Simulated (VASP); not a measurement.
# CdSe (Cadmoselite) (P6_3mc) in VASP: a series of runs

Runs on CdSe (Cadmoselite). Level: LDA. Tasks: single point.

Program: VASP 6.6.1. These are calculated values, not measurements. Logs are shortened: lines on timing, memory, paths and dates and some standing lists are left out, and cuts for length are marked.

**1. The cell of the first run**

The structure is hexagonal, space group P6_3mc (No. 186). Conventional cell: a = 4.205 Å, b = 4.205 Å, c = 7.007 Å, α = 90.00°, β = 90.00°, γ = 120.00°. Within 3.4 Å of Cd (site symmetry 3m) lie 4 Se at 2.59 to 2.60 Å. Within 3.4 Å of Se (site symmetry 3m) lie 4 Cd at 2.59 to 2.60 Å.

**2. Single point, LDA (film at in-plane strain -0.01)**

File INCAR:

```
SYSTEM = CdSe
PREC = Accurate ; ENCUT = 520
EDIFF = 1E-6 ; ISMEAR = 0
SIGMA = 0.01 ; LREAL = .FALSE.
LASPH = .TRUE. ; NELM = 100
ALGO = Normal ; ISIF = 2
LWAVE = .FALSE. ; LCHARG = .TRUE.
LELF = .TRUE. ; LVHAR = .TRUE.
NBANDS = 26
```

File KPOINTS:

```
regular mesh
0
G
  6 6 4
  0 0 0
```

File POSCAR:

```
CdSe
1.0
    4.2046117271      0.0000000000      0.0000000000
   -2.1023058636      3.6413005687      0.0000000000
    0.0000000000      0.0000000000      7.0070340195
Cd Se
2 2
Direct
    0.3333333333      0.6666666667      0.0070562762
    0.6666666667      0.3333333333      0.5070562762
    0.3333333333      0.6666666667      0.3779437238
    0.6666666667      0.3333333333      0.8779437238
```

Potentials or basis: VASP PAW LDA potentials, release 64 (Cd, Se).

Command:

```console
$ cat potpaw_LDA.64/Cd/POTCAR potpaw_LDA.64/Se/POTCAR > POTCAR
$ mpirun -np 1 vasp_std > vasp.out
```

OUTCAR:

```text
SYSTEM = CdSe
   PREC = Accurate
   ENCUT = 520
   EDIFF = 1E-6
   ISMEAR = 0
   LREAL = .FALSE.
   LASPH = .TRUE.
   NELM = 100
   ISIF = 2

 ion  position               nearest neighbor table
   1  0.333  0.667  0.007-   4 2.59   4 2.59   4 2.59   3 2.60
   2  0.667  0.333  0.507-   3 2.59   3 2.59   3 2.59   4 2.60
   3  0.333  0.667  0.378-   2 2.59   2 2.59   2 2.59   1 2.60
   4  0.667  0.333  0.878-   1 2.59   1 2.59   1 2.59   2 2.60

  LATTYP: Found a hexagonal cell.
 ALAT       =     4.2046117271
 C/A-ratio  =     1.6665115531

  Lattice vectors:

 A1 = (   4.2046117271,   0.0000000000,   0.0000000000)
 A2 = (  -2.1023058636,   3.6413005687,   0.0000000000)
 A3 = (   0.0000000000,   0.0000000000,   7.0070340195)

Analysis of symmetry for initial positions (statically):
=====================================================================
 Subroutine PRICEL returns:
 Original cell was already a primitive cell.

 Routine SETGRP: Setting up the symmetry group for a
 hexagonal supercell.

 Subroutine GETGRP returns: Found 12 space group operations
 (whereof  6 operations were pure point group operations)
 out of a pool of 24 trial point group operations.

The static configuration has the point symmetry C_3v.
 The point group associated with its full space group is C_6v.

Analysis of symmetry for dynamics (positions and initial velocities):
=====================================================================
 Subroutine PRICEL returns:
 Original cell was already a primitive cell.

 Routine SETGRP: Setting up the symmetry group for a
 hexagonal supercell.

 Subroutine GETGRP returns: Found 12 space group operations
 (whereof  6 operations were pure point group operations)
 out of a pool of 24 trial point group operations.

The dynamic configuration has the point symmetry C_3v.
 The point group associated with its full space group is C_6v.

 Subroutine INISYM returns: Found 12 space group operations
 (whereof  6 operations are pure point group operations),
 and found     1 'primitive' translations

----------------------------------------------------------------------------------------

                                     Primitive cell

  volume of cell :     107.2795

  direct lattice vectors                    reciprocal lattice vectors
     4.204611727  0.000000000  0.000000000     0.237834089  0.137313575  0.000000000
    -2.102305864  3.641300569  0.000000000     0.000000000  0.274627151  0.000000000
     0.000000000  0.000000000  7.007034019     0.000000000  0.000000000  0.142713736

  length of vectors
     4.204611727  4.204611727  7.007034019     0.274627151  0.274627151  0.142713736

  position of ions in fractional coordinates (direct lattice)
     0.333333333  0.666666667  0.007056276
     0.666666667  0.333333333  0.507056276
     0.333333333  0.666666667  0.377943724
     0.666666667  0.333333333  0.877943724

  ion indices of the primitive-cell ions
   primitive index   ion index
                 1           1
                 2           2
                 3           3
                 4           4

----------------------------------------------------------------------------------------

 KPOINTS: regular mesh

Automatic generation of k-mesh.
 Grid dimensions read from file:
 generate k-points for:    6    6    4

 Generating k-lattice:

  Cartesian coordinates                     Fractional coordinates (reciprocal lattice)
     0.039639015  0.022885596  0.000000000     0.166666667 -0.000000000  0.000000000
     0.000000000  0.045771192  0.000000000     0.000000000  0.166666667  0.000000000
     0.000000000  0.000000000  0.035678434     0.000000000  0.000000000  0.250000000

  Length of vectors
     0.045771192  0.045771192  0.035678434

  Shift w.r.t. Gamma in fractional coordinates (k-lattice)
     0.000000000  0.000000000  0.000000000

 Subroutine IBZKPT returns following result:
 ===========================================

 Found     21 irreducible k-points:

 Following reciprocal coordinates:
            Coordinates               Weight
  0.000000  0.000000  0.000000      1.000000
  0.166667  0.000000  0.000000      6.000000
  0.333333 -0.000000  0.000000      6.000000
  0.500000 -0.000000  0.000000      3.000000
  0.166667  0.166667  0.000000      6.000000
  0.333333  0.166667  0.000000     12.000000
[... 13 lines left out ...]
  0.333333  0.166667  0.500000     12.000000
  0.333333  0.333333  0.500000      2.000000
   k-points           NKPTS =     21   k-points in BZ     NKDIM =     21   number of bands    NBANDS=     26
   number of dos      NEDOS =    301   number of ions     NIONS =      4
   total plane-waves  NPLWV =  55296
   dimension x,y,z NGX =    32 NGY =   32 NGZ =   54
   dimension x,y,z NGXF=    64 NGYF=   64 NGZF=  108
   ions per type =               2   2
   NGX,Y,Z   is equivalent  to a cutoff of  12.65, 12.65, 12.81 a.u.
   NGXF,Y,Z  is equivalent  to a cutoff of  25.30, 25.30, 25.62 a.u.
 SYSTEM =  CdSe
   PREC   = accura    normal or accurate (medium, high low for compatibility)
   ISTART =      0    job   : 0-new  1-cont  2-samecut
   ICHARG =      2    charge: 1-file 2-atom 10-const
   ISPIN  =      1    spin polarized calculation?
   LNONCOLLINEAR =      F non collinear calculations
   LSORBIT =      F    spin-orbit coupling
   LASPH  =      T    aspherical Exc in radial PAW
   ENCUT  =  520.0 eV  38.22 Ry    6.18 a.u.   7.82  7.82 13.03*2*pi/ulx,y,z
   NELM   =    100;   NELMIN=  2; NELMDL= -5     # of ELM steps
   EDIFF  = 0.1E-05   stopping-criterion for ELM
   LREAL  =      F    real-space projection
   EDIFFG = 0.1E-04   stopping-criterion for IOM
   NSW    =      0    number of steps for IOM
   IBRION =     -1    ionic relax: 0-MD 1-quasi-New 2-CG
   NFREE  =      0    steps in history (QN), initial steepest desc. (CG)
   ISIF   =      2    stress and relaxation
   ISYM   =      2    0-nonsym 1-usesym 2-fastsym
   POTIM  = 0.5000    time-step for ionic-motion
   TEBEG  =    0.0;   TEEND  =   0.0 temperature during run
   PSTRESS=    0.0 pullay stress
   NELECT =      36.0000    total number of electrons
   NUPDOWN=      -1.0000    fix difference up-down
   EMIN   =  10.00;   EMAX   =-10.00  energy-range for DOS
   EFERMI =   0.00;   METHOD = LEGACY
   ISMEAR =     0;   SIGMA  =   0.01  broadening in eV -4-tet -1-fermi 0-gaus
   EFERMI_NEDOS =   21; number of points for ismear=-14 and -15
   IALGO  =     38    algorithm
   IMIX   =      4    mixing-type and parameters
     AMIX     =   0.40;   BMIX     =  1.00
     AMIX_MAG =   1.60;   BMIX_MAG =  1.00
  volume/ion in A,a.u.               =      26.82       180.99
  Fermi-wavevector in a.u.,A,eV,Ry     =   1.137636  2.149821 17.608883  1.294216
  Thomas-Fermi vector in A             =   2.274341
   LORBIT       =      0    0 simple, 1 ext, 2 COOP (PROOUT), +10 PAW based schemes
   GGA     = CA    functional components
   LHFCALC =     F    Hartree Fock is set to
   AEXX    =    0.0000 exact exchange contribution
   IVDW    =     0    specifies the selected vdW correction
   LEPSILON=     F    determine dielectric tensor
   LRPA    =     F    only Hartree local field effects (RPA)
 non-spin polarized calculation
 Gauss-broadening in eV      SIGMA  =   0.01
  energy-cutoff  :      520.00
  volume of cell :      107.28
 maximum number of plane-waves:      2904
 NGX is ok and might be reduce to    32
   NGX = 15   NGY = 15   NGZ = 27

 number of electron      36.0000005 magnetization

 Free energy of the ion-electron system (eV)
  ---------------------------------------------------
  ext. energy  EPLUGINS =         0.00000000
  ---------------------------------------------------
  free energy    TOTEN  =       -13.50265711 eV

  energy without entropy =      -13.50265711  energy(sigma->0) =      -13.50265711

 E-fermi :   1.3176     XC(G=0):  -9.4981

 val. band max:        1.2535329810   @ k =   0.0000   0.0000   0.0000
 cond. band min:       1.7258652870   @ k =   0.0000   0.0000   0.0000
 fundamental gap:      0.4723323061
 Fermi energy:         1.3176076245

 k-point     1 :       0.0000    0.0000    0.0000
  band No.  band energies     occupation
      1     -11.7127      2.00000
      2     -11.2954      2.00000
      3      -6.9185      2.00000
      4      -6.8940      2.00000
      5      -6.8940      2.00000
      6      -6.8152      2.00000
[... 18 lines left out ...]
     25       8.2327      0.00000
     26       8.7471      0.00000

 k-point     2 :       0.1667    0.0000    0.0000
  band No.  band energies     occupation
      1     -11.6173      2.00000
      2     -11.2508      2.00000
      3      -6.8849      2.00000
      4      -6.8621      2.00000
      5      -6.8326      2.00000
      6      -6.7726      2.00000
[... 18 lines left out ...]
     25       8.3313      0.00000
     26       8.8926      0.00000

 k-point     3 :       0.3333   -0.0000    0.0000
  band No.  band energies     occupation
      1     -11.4095      2.00000
      2     -11.1739      2.00000
      3      -6.8310      2.00000
      4      -6.8140      2.00000
      5      -6.7070      2.00000
      6      -6.6761      2.00000
[... 18 lines left out ...]
     25       8.8528      0.00000
     26       9.5261      0.00000

 k-point     4 :       0.5000   -0.0000    0.0000
  band No.  band energies     occupation
      1     -11.2857      2.00000
      2     -11.1534      2.00000
      3      -6.8137      2.00000
      4      -6.7995      2.00000
      5      -6.6336      2.00000
      6      -6.6306      2.00000
[... 18 lines left out ...]
     25       9.0575      0.00000
     26      10.9783      0.00000

 k-point     5 :       0.1667    0.1667    0.0000
  band No.  band energies     occupation
      1     -11.4648      2.00000
      2     -11.1908      2.00000
      3      -6.8355      2.00000
      4      -6.8312      2.00000
      5      -6.7222      2.00000
      6      -6.7184      2.00000
[... 18 lines left out ...]
     25       8.9933      0.00000
     26       9.0117      0.00000

 k-point     6 :       0.3333    0.1667    0.0000
  band No.  band energies     occupation
      1     -11.2876      2.00000
      2     -11.1537      2.00000
      3      -6.8298      2.00000
      4      -6.7741      2.00000
      5      -6.6531      2.00000
      6      -6.6421      2.00000
[... 340 lines left out ...]
 k-point    18 :       0.5000   -0.0000    0.5000
  band No.  band energies     occupation
      1     -11.2125      2.00000
      2     -11.2125      2.00000
      3      -6.7816      2.00000
      4      -6.7816      2.00000
      5      -6.7143      2.00000
      6      -6.7143      2.00000
[... 18 lines left out ...]
     25       9.0747      0.00000
     26       9.0747      0.00000

 k-point    19 :       0.1667    0.1667    0.5000
  band No.  band energies     occupation
      1     -11.3231      2.00000
      2     -11.3231      2.00000
      3      -6.7865      2.00000
      4      -6.7865      2.00000
      5      -6.7612      2.00000
      6      -6.7612      2.00000
[... 18 lines left out ...]
     25       8.6536      0.00000
     26       8.6536      0.00000

 k-point    20 :       0.3333    0.1667    0.5000
  band No.  band energies     occupation
      1     -11.2136      2.00000
      2     -11.2136      2.00000
      3      -6.7605      2.00000
      4      -6.7605      2.00000
      5      -6.7233      2.00000
      6      -6.7233      2.00000
[... 18 lines left out ...]
     25       9.2124      0.00000
     26       9.2124      0.00000

 k-point    21 :       0.3333    0.3333    0.5000
  band No.  band energies     occupation
      1     -11.1780      2.00000
      2     -11.1780      2.00000
      3      -6.7302      2.00000
      4      -6.7302      2.00000
      5      -6.7287      2.00000
      6      -6.7287      2.00000
[... 18 lines left out ...]
     25      10.0021      0.00000
     26      10.0021      0.00000

------------------------ aborting loop because EDIFF is reached ----------------------------------------

  FORCE on cell =-STRESS in cart. coord.  units (eV):
  Direction    XX          YY          ZZ          XY          YZ          ZX
  --------------------------------------------------------------------------------------
  -------------------------------------------------------------------------------------
  Total        0.9774943      0.9774943      0.3331876     -0.0000000      0.0000000      0.0000000
  in kB       14.5984980     14.5984980      4.9760277     -0.0000000      0.0000000      0.0000000
  external PRESSURE =      11.3910079 kB  Pullay stress =       0.0000000 kB

 VOLUME and BASIS-vectors are now :
 -----------------------------------------------------------------------------
  energy-cutoff  :      520.00
  volume of cell :      107.28
      direct lattice vectors                 reciprocal lattice vectors
     4.204611727  0.000000000  0.000000000     0.237834089  0.137313575  0.000000000
    -2.102305864  3.641300569  0.000000000     0.000000000  0.274627151  0.000000000
     0.000000000  0.000000000  7.007034019     0.000000000  0.000000000  0.142713736

 POSITION                                       TOTAL-FORCE (eV/Angst)
 -----------------------------------------------------------------------------------
     -0.00000      2.42753      0.04944        -0.000000     -0.000000      0.004269
      2.10231      1.21377      3.55296         0.000000      0.000000      0.004269
     -0.00000      2.42753      2.64826        -0.000000      0.000000     -0.004269
      2.10231      1.21377      6.15178        -0.000000      0.000000     -0.004269
 -----------------------------------------------------------------------------------
    total drift:                               -0.000000      0.000000     -0.000178

  FREE ENERGIE OF THE ION-ELECTRON SYSTEM (eV)
  ---------------------------------------------------
  free  energy   TOTEN  =       -13.5026571143 eV

  energy  without entropy=      -13.5026571143  energy(sigma->0) =      -13.50265711
```

Wall time 18 s (1 thread of Intel Xeon 6975P-C (Granite Rapids), shared host); peak memory 0.21 GiB.

Results:

```yaml
Free_energy: -13.5027 eV
Pressure: 1.1 GPa
Largest_force: 0.004 eV/Å
Band_gap_on_the_k_mesh: 0.47 eV, direct
```

Forces on the atoms (eV/Å):
```
Cd   0.000  0.000  0.004
Cd   0.000  0.000  0.004
Se   0.000  0.000 -0.004
Se   0.000  0.000 -0.004
```

Stress tensor (GPa, compression positive):
```
1.46 0.00 0.00
0.00 1.46 0.00
0.00 0.00 0.50
```

Caveat: the cell differs from its parent crystal (film at in-plane strain -0.01).

**3. Single point, LDA (in-plane strain -0.005, then relaxed in part)**

File INCAR:

```
SYSTEM = CdSe
PREC = Accurate
ENCUT = 520
EDIFF = 1E-6
ISMEAR = 0
SIGMA = 0.01
LREAL = .FALSE.
LASPH = .TRUE.
NELM = 80
ALGO = Normal
ISIF = 2
LWAVE = .FALSE.
LCHARG = .FALSE.
NBANDS = 26
```

KPOINTS is that of step 2.

File POSCAR:

```
CdSe
1.0
    4.2258471399      0.0000000000      0.0000000000
   -2.1129235699      3.6596909756      0.0000000000
    0.0000000000      0.0000000000      6.9737369976
Cd Se
2 2
Direct
    0.3333333333      0.6666666667      0.0059482096
    0.6666666667      0.3333333333      0.5059482096
    0.3333333333      0.6666666667      0.3790517904
    0.6666666667      0.3333333333      0.8790517904
```

Potentials or basis: VASP PAW LDA potentials, release 64 (Cd, Se).

Command:

```console
$ cat potpaw_LDA.64/Cd/POTCAR potpaw_LDA.64/Se/POTCAR > POTCAR
$ mpirun -np 1 vasp_std > vasp.out
```

Run time: 17 s. Hardware: 1 thread of Intel Xeon 6975P-C (Granite Rapids), shared host; peak memory 0.21 GiB.

Results (log left out):

| Quantity | Value |
| --- | --- |
| Free energy | -13.5092 eV |
| Pressure | 0.8 GPa |
| Largest force | 0.003 eV/Å |
| Band gap on the k mesh | 0.48 eV, direct |

Forces in eV/Å, atoms in the order of the input:
```
Cd   0.000  0.000  0.003
Cd   0.000  0.000  0.003
Se   0.000  0.000 -0.003
Se   0.000  0.000 -0.003
```

Stress tensor (GPa, compression positive):
```
0.99 0.00 0.00
0.00 0.99 0.00
0.00 0.00 0.50
```

Levels at points of the mesh, in eV from the valence-band top:
| k point | band 16 | band 17 | band 18 | band 19 | band 20 | band 21 |
| --- | --- | --- | --- | --- | --- | --- |
| (0.00, 0.00, 0.00) | -0.11 | 0.00 | 0.00 | 0.48 | 2.12 | 5.74 |
| (0.50, 0.00, 0.00) | -2.03 | -1.53 | -0.83 | 3.09 | 3.18 | 4.52 |
| (0.00, 0.00, 0.50) | -0.44 | -0.44 | -0.44 | 2.27 | 2.27 | 5.70 |
| (0.50, 0.00, 0.50) | -1.56 | -1.48 | -1.48 | 2.71 | 2.71 | 4.70 |

Caveat: the cell differs from its parent crystal (in-plane strain -0.005, then relaxed in part).
